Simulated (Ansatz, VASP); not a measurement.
**Two plane-wave programs on HfC**

```
CELL_PARAMETERS angstrom
3.34287 0.00000 0.00000
-1.67143 2.89501 0.00000
0.00000 0.00000 5.20271
ATOMIC_POSITIONS crystal
Hf 0.33333 0.66667 0.25000
Hf 0.66667 0.33333 0.75000
C 0.00000 0.00000 0.50000
C 0.00000 0.00000 0.00000
```

Alike in both runs: task single point; functional r2SCAN; k mesh 9 × 9 × 5; occupations fermi-dirac, width 0.05 eV; no spin polarisation.

|  | VASP | Ansatz |
| --- | --- | --- |
| version | VASP 6.6.1 | Ansatz 0.2.0 |
| potentials or method | VASP PAW PBE potentials, release 64 (Hf_pv, C) | Ansatz PAW |
| plane-wave cutoff (eV) | 520 | 500 |
| valence electrons in the cell | 28 | 60 |

VASP gave:

- gap on the k mesh at the Fermi level (eV): none
- pressure (GPa): -3.8
- traceless stress, the component that is largest in VASP (GPa): 3.99

Problem. Estimate Ansatz's values.

Solution. gap on the k mesh at the Fermi level (eV): none; pressure (GPa): -2.7; traceless stress, the component that is largest in VASP (GPa): 3.92.

VASP's potentials were made for PBE, not for r2SCAN. A gap of «none» marks a metal or a gap that the smearing closes. VASP's potentials hold 28 valence electrons a cell and Ansatz's 60, so a difference there can come from the potentials and not from the codes.

Spin-orbit coupling is off throughout.
